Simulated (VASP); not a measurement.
# H (Fmmm) in VASP: a series of runs

Aim: see how the results for H move with the level of theory and the settings. Levels: LDA, revPBE. Tasks: single point.

Everything below comes from runs of VASP 6.6.1. Logs are shortened: lines on timing, memory, paths and dates and some standing lists are left out, and cuts for length are marked.

### Step 1. The cell of the first run

It takes space group Fmmm (No. 69, orthorhombic). The conventional cell has a = 4.571 Å, b = 5.207 Å, c = 5.286 Å, α = 90.00°, β = 90.00°, γ = 90.00°. H (site symmetry 2mm) has 1 H at 0.75 Å within 1.0 Å.

### Step 2. Single point, LDA

INCAR

```
SYSTEM = H
  ALGO = Normal
  EDIFF = 1E-6
  ENCUT = 500
  GGA = CA
  GGA_COMPAT = .FALSE.
  ISIF = 2
  ISMEAR = 0
  LASPH = .TRUE.
  LCHARG = .FALSE.
  LREAL = .FALSE.
  LWAVE = .FALSE.
  NBANDS = 8
  NELM = 120
  PREC = Accurate
  SIGMA = 0.05
```

KPOINTS

```
k-points
0
G
  8 8 8
  0 0 0
```

POSCAR

```
H
1.0
   -1.8409561305      1.8409561305      2.2855640979
    1.8409561305     -1.8409561305      2.2855640979
    1.8687791451      1.8687791451     -2.2855640979
H
2
Direct
    0.9178910720      0.9178910720      0.0000000000
    0.0821089280      0.0821089280      0.0000000000
```

Potentials or basis: VASP PAW LDA potentials, release 64 (H).

Started as:

```bash
cat potpaw_LDA.64/H/POTCAR > POTCAR
mpirun -np 1 vasp_std > vasp.out
```

OUTCAR:

```text
SYSTEM = H
   EDIFF = 1E-6
   ENCUT = 500
   GGA = CA
   ISIF = 2
   ISMEAR = 0
   LASPH = .TRUE.
   LREAL = .FALSE.
   NELM = 120
   PREC = Accurate

 ion  position               nearest neighbor table
   1  0.918  0.918  0.000-   2 0.75
   2  0.082  0.082  0.000-   1 0.75

  LATTYP: Found a face centered orthorhombic cell.
 ALAT       =     4.5711281958
 B/A-ratio  =     1.1391083409
 C/A-ratio  =     1.1563240841

  Lattice vectors:

 A1 = (   3.7097352756,   0.0278230146,   0.0000000000)
 A2 = (   1.8687791451,   1.8687791451,   2.2855640979)
 A3 = (   1.8409561305,  -1.8409561305,   2.2855640979)

Analysis of symmetry for initial positions (statically):
=====================================================================
 Subroutine PRICEL returns:
 Original cell was already a primitive cell.

 Routine SETGRP: Setting up the symmetry group for a
 face centered orthorhombic supercell.

 Subroutine GETGRP returns: Found  8 space group operations
 (whereof  8 operations were pure point group operations)
 out of a pool of  8 trial point group operations.

The static configuration has the point symmetry D_2h.

Analysis of symmetry for dynamics (positions and initial velocities):
=====================================================================
 Subroutine PRICEL returns:
 Original cell was already a primitive cell.

 Routine SETGRP: Setting up the symmetry group for a
 face centered orthorhombic supercell.

 Subroutine GETGRP returns: Found  8 space group operations
 (whereof  8 operations were pure point group operations)
 out of a pool of  8 trial point group operations.

The dynamic configuration has the point symmetry D_2h.

 Subroutine INISYM returns: Found  8 space group operations
 (whereof  8 operations are pure point group operations),
 and found     1 'primitive' translations

----------------------------------------------------------------------------------------

                                     Primitive cell

  volume of cell :      31.4525

  direct lattice vectors                    reciprocal lattice vectors
    -1.840956130  1.840956130  2.285564098    -0.002021821  0.269576177  0.218764374
     1.840956130 -1.840956130  2.285564098     0.269576177 -0.002021821  0.218764374
     1.868779145  1.868779145 -2.285564098     0.267554356  0.267554356  0.000000000
[... 85 lines left out ...]
   LREAL  =      F    real-space projection
   EDIFFG = 0.1E-04   stopping-criterion for IOM
   NSW    =      0    number of steps for IOM
   IBRION =     -1    ionic relax: 0-MD 1-quasi-New 2-CG
   NFREE  =      0    steps in history (QN), initial steepest desc. (CG)
   ISIF   =      2    stress and relaxation
   ISYM   =      2    0-nonsym 1-usesym 2-fastsym
   POTIM  = 0.5000    time-step for ionic-motion
   TEBEG  =    0.0;   TEEND  =   0.0 temperature during run
   PSTRESS=    0.0 pullay stress
   NELECT =       2.0000    total number of electrons
   NUPDOWN=      -1.0000    fix difference up-down
   EMIN   =  10.00;   EMAX   =-10.00  energy-range for DOS
   EFERMI =   0.00;   METHOD = LEGACY
   ISMEAR =     0;   SIGMA  =   0.05  broadening in eV -4-tet -1-fermi 0-gaus
   EFERMI_NEDOS =   21; number of points for ismear=-14 and -15
   IALGO  =     38    algorithm
   IMIX   =      4    mixing-type and parameters
     AMIX     =   0.40;   BMIX     =  1.00
     AMIX_MAG =   1.60;   BMIX_MAG =  1.00
  volume/ion in A,a.u.               =      15.73       106.13
  Fermi-wavevector in a.u.,A,eV,Ry     =   0.653431  1.234806  5.809312  0.426972
  Thomas-Fermi vector in A             =   1.723669
   LORBIT       =      0    0 simple, 1 ext, 2 COOP (PROOUT), +10 PAW based schemes
   GGA     = CA    functional components
   LHFCALC =     F    Hartree Fock is set to
   AEXX    =    0.0000 exact exchange contribution
   IVDW    =     0    specifies the selected vdW correction
   LEPSILON=     F    determine dielectric tensor
   LRPA    =     F    only Hartree local field effects (RPA)
 non-spin polarized calculation
 Gauss-broadening in eV      SIGMA  =   0.05
  energy-cutoff  :      500.00
  volume of cell :       31.45
 maximum number of plane-waves:       817
 NGX is ok and might be reduce to    28
   NGX = 13   NGY = 13   NGZ = 13

 number of electron       2.0000000 magnetization

 Free energy of the ion-electron system (eV)
  ---------------------------------------------------
  ext. energy  EPLUGINS =         0.00000000
  ---------------------------------------------------
  free energy    TOTEN  =        -6.74263473 eV

  energy without entropy =       -6.74263473  energy(sigma->0) =       -6.74263473

 E-fermi :  -8.4703     XC(G=0):  -5.0977

 val. band max:       -8.7049488969   @ k =   0.5000   0.5000   0.5000
 cond. band min:       0.0515220066   @ k =   0.5000   0.0000   0.0000
 fundamental gap:      8.7564709035
 Fermi energy:        -8.4703029895

 k-point     1 :       0.0000    0.0000    0.0000
  band No.  band energies     occupation
      1     -10.2426      2.00000
      2       2.9857      0.00000
      3       6.8342      0.00000
      4      11.9387      0.00000
      5      11.9799      0.00000
      6      13.7636      0.00000
      7      13.8260      0.00000
      8      14.9332      0.00000
[... 243 lines left out ...]
 k-point    24 :       0.2500    0.0000    0.1250
  band No.  band energies     occupation
      1      -9.4795      2.00000
      2       1.0661      0.00000
      3       5.5062      0.00000
      4       8.0335      0.00000
      5       9.8565      0.00000
      6      12.1084      0.00000
      7      14.7359      0.00000
      8      15.2511      0.00000

 [... further k-points ...]

------------------------ aborting loop because EDIFF is reached ----------------------------------------

  FORCE on cell =-STRESS in cart. coord.  units (eV):
  Direction    XX          YY          ZZ          XY          YZ          ZX
  --------------------------------------------------------------------------------------
  -------------------------------------------------------------------------------------
  Total       -0.1277874     -0.1277874      0.3341856      0.0004476     -0.0000000     -0.0000000
  in kB       -6.5094414     -6.5094414     17.0232877      0.0228025     -0.0000000     -0.0000000
  external PRESSURE =       1.3348017 kB  Pullay stress =       0.0000000 kB

 VOLUME and BASIS-vectors are now :
 -----------------------------------------------------------------------------
  energy-cutoff  :      500.00
  volume of cell :       31.45
      direct lattice vectors                 reciprocal lattice vectors
    -1.840956130  1.840956130  2.285564098    -0.002021821  0.269576177  0.218764374
     1.840956130 -1.840956130  2.285564098     0.269576177 -0.002021821  0.218764374
     1.868779145  1.868779145 -2.285564098     0.267554356  0.267554356  0.000000000

 POSITION                                       TOTAL-FORCE (eV/Angst)
 -----------------------------------------------------------------------------------
      0.00000      0.00000      4.19580         0.000000      0.000000     -0.624632
      0.00000      0.00000      0.37533        -0.000000     -0.000000      0.624632
 -----------------------------------------------------------------------------------
    total drift:                                0.000000      0.000000     -0.000000

  FREE ENERGIE OF THE ION-ELECTRON SYSTEM (eV)
  ---------------------------------------------------
  free  energy   TOTEN  =        -6.7426347266 eV

  energy  without entropy=       -6.7426347266  energy(sigma->0) =       -6.74263473
```

Wall time 25 s (1 thread of AMD EPYC 7R43 (Zen 3), shared host); peak memory 0.1 GiB.

What came out:

```yaml
Free_energy: -6.7426 eV
Pressure: 0.1 GPa
Largest_force: 0.625 eV/Å
Band_gap_on_the_k_mesh: 8.76 eV (least direct gap 9.27 eV)
```

Forces on the atoms (eV/Å):
```
H    0.000  0.000 -0.625
H    0.000  0.000  0.625
```

Stress tensor (GPa, compression positive):
```
-0.65  0.00  0.00
 0.00 -0.65  0.00
 0.00  0.00  1.70
```

### Step 3. Single point, revPBE

INCAR

```
SYSTEM = H
  PREC = Accurate
  ENCUT = 500
  EDIFF = 1E-6
  ISMEAR = 0
  SIGMA = 0.05
  LREAL = .False.
  LASPH = .True.
  NELM = 120
  ALGO = Normal
  ISIF = 2
  LWAVE = .False.
  LCHARG = .False.
  GGA = RE
  ISYM = 0
  NBANDS = 8
  GGA_COMPAT = .False.
```

KPOINTS

```
regular mesh
0
Gamma
  8 8 8
  0 0 0
```

POSCAR

```
H
1.0
   -1.8525490533      1.8525490533      2.2855640979
    1.8525490533     -1.8525490533      2.2855640979
    1.8571862223      1.8571862223     -2.2855640979
H
2
Direct
    0.9178910720      0.9178910720      0.0000000000
    0.0821089280      0.0821089280      0.0000000000
```

Potentials or basis: VASP PAW PBE potentials, release 64 (H).

Started as:

```bash
cat potpaw_PBE.64/H/POTCAR > POTCAR
mpirun -np 1 vasp_std > vasp.out
```

OUTCAR:

```text
SYSTEM = H
   PREC = Accurate
   ENCUT = 500
   EDIFF = 1E-6
   ISMEAR = 0
   LREAL = .False.
   LASPH = .True.
   NELM = 120
   ISIF = 2
   GGA = RE
   ISYM = 0

 ion  position               nearest neighbor table
   1  0.918  0.918  0.000-   2 0.75
   2  0.082  0.082  0.000-   1 0.75

IMPORTANT INFORMATION: All symmetrisations will be switched off!
NOSYMM: (Re-)initialisation of all symmetry stuff for point group C_1.

----------------------------------------------------------------------------------------

                                     Primitive cell

  volume of cell :      31.4542

  direct lattice vectors                    reciprocal lattice vectors
    -1.852549053  1.852549053  2.285564098    -0.000336952  0.269561434  0.218764374
     1.852549053 -1.852549053  2.285564098     0.269561434 -0.000336952  0.218764374
     1.857186222  1.857186222 -2.285564098     0.269224483  0.269224483  0.000000000

  length of vectors
     3.476733990  3.476733990  3.481678413     0.347161824  0.347161824  0.380740915

  position of ions in fractional coordinates (direct lattice)
     0.917891072  0.917891072  0.000000000
     0.082108928  0.082108928  0.000000000
[... 132 lines left out ...]

 k-point     1 :       0.0000    0.0000    0.0000
  band No.  band energies     occupation
      1     -10.1849      2.00000
      2       3.6188      0.00000
      3       6.9069      0.00000
      4      12.3755      0.00000
      5      12.3843      0.00000
      6      14.5324      0.00000
      7      14.5415      0.00000
      8      15.7595      0.00000
[... 243 lines left out ...]
 k-point    24 :       0.3750    0.1250    0.0000
  band No.  band energies     occupation
      1      -9.3001      2.00000
      2       0.9896      0.00000
      3       6.1322      0.00000
      4       8.2543      0.00000
      5      10.2966      0.00000
      6      12.9367      0.00000
      7      14.8066      0.00000
      8      17.0753      0.00000

 [... further k-points ...]

------------------------ aborting loop because EDIFF is reached ----------------------------------------

  FORCE on cell =-STRESS in cart. coord.  units (eV):
  Direction    XX          YY          ZZ          XY          YZ          ZX
  --------------------------------------------------------------------------------------
  -------------------------------------------------------------------------------------
  Total        0.0340457      0.0340465     -0.0968415     -0.0001970      0.0000012      0.0000011
  in kB        1.7341810      1.7342219     -4.9327976     -0.0100326      0.0000590      0.0000542
  external PRESSURE =      -0.4881316 kB  Pullay stress =       0.0000000 kB

 VOLUME and BASIS-vectors are now :
 -----------------------------------------------------------------------------
  energy-cutoff  :      500.00
  volume of cell :       31.45
      direct lattice vectors                 reciprocal lattice vectors
    -1.852549053  1.852549053  2.285564098    -0.000336952  0.269561434  0.218764374
     1.852549053 -1.852549053  2.285564098     0.269561434 -0.000336952  0.218764374
     1.857186222  1.857186222 -2.285564098     0.269224483  0.269224483  0.000000000

 POSITION                                       TOTAL-FORCE (eV/Angst)
 -----------------------------------------------------------------------------------
      0.00000      0.00000      4.19580         0.000000      0.000000      0.163906
      0.00000      0.00000      0.37533        -0.000000     -0.000000     -0.163906
 -----------------------------------------------------------------------------------
    total drift:                               -0.000000     -0.000000     -0.000000

  FREE ENERGIE OF THE ION-ELECTRON SYSTEM (eV)
  ---------------------------------------------------
  free  energy   TOTEN  =        -6.9677497428 eV

  energy  without entropy=       -6.9677497428  energy(sigma->0) =       -6.96774974
```

OSZICAR:

```text
N       E                     dE             d eps       ncg     rms          rms(c)
DAV:   1    -0.720842200958E+01   -0.72084E+01   -0.42792E+02  4160   0.148E+02
DAV:   2    -0.757860594183E+01   -0.37018E+00   -0.37018E+00  5680   0.106E+01
DAV:   3    -0.757913229544E+01   -0.52635E-03   -0.52635E-03  4672   0.391E-01
DAV:   4    -0.757913324118E+01   -0.94574E-06   -0.94574E-06  6432   0.169E-02
DAV:   5    -0.757913324195E+01   -0.76881E-09   -0.76878E-09  4744   0.280E-04    0.448E+00
DAV:   6    -0.716879452355E+01    0.41034E+00   -0.20289E-01  4504   0.132E+00    0.246E+00
DAV:   7    -0.696215565786E+01    0.20664E+00   -0.50770E-01  4744   0.217E+00    0.311E-01
DAV:   8    -0.696915156688E+01   -0.69959E-02   -0.10672E-02  4440   0.451E-01    0.199E-01
DAV:   9    -0.696773052122E+01    0.14210E-02   -0.42378E-03  5184   0.217E-01    0.149E-02
DAV:  10    -0.696774036176E+01   -0.98405E-05   -0.92317E-05  5024   0.535E-02    0.804E-03
DAV:  11    -0.696774960043E+01   -0.92387E-05   -0.12664E-05  4256   0.260E-02    0.510E-03
DAV:  12    -0.696774974277E+01   -0.14234E-06   -0.45756E-07  6216   0.433E-03
   1 F= -.69677497E+01 E0= -.69677497E+01  d E =-.120829E-12
```

stdout:

```text
POSCAR found type information on POSCAR H
 POSCAR found :  1 types and       2 ions
 scaLAPACK will be used
 -----------------------------------------------------------------------------
|                                                                             |
|                                                                             |
|     You enforced a specific xc type in the INCAR file but a different       |
|     I HOPE YOU KNOW WHAT YOU ARE DOING!                                     |
|                                                                             |
 -----------------------------------------------------------------------------

 LDA part: xc-table for (Slater+PW92), standard interpolation
 POSCAR, INCAR and KPOINTS ok, starting setup
 FFT: planning ... GRIDC
 FFT: planning ... GRID_SOFT
 FFT: planning ... GRID
 WAVECAR not read
 entering main loop
```

It took 96 s on 1 thread of AMD EPYC 7R43 (Zen 3), shared host; peak memory 0.14 GiB.

Results:

```
Free energy            : -6.9677 eV
Pressure               : 0.0 GPa
Largest force          : 0.164 eV/Å
Band gap on the k mesh : 9.57 eV (least direct gap 10.02 eV)
```

Forces on the atoms (eV/Å):
```
H    0.000  0.000  0.164
H    0.000  0.000 -0.164
```

Stress tensor (GPa, compression positive):
```
 0.17  0.00  0.00
 0.00  0.17  0.00
 0.00  0.00 -0.49
```

Caveat: this functional lacks dispersion, which holds the molecules together, so the pressure and a relaxed volume are unreliable; the PAW data sets were made with another functional, which shifts forces and pressure a little. A k mesh can miss the band edges.
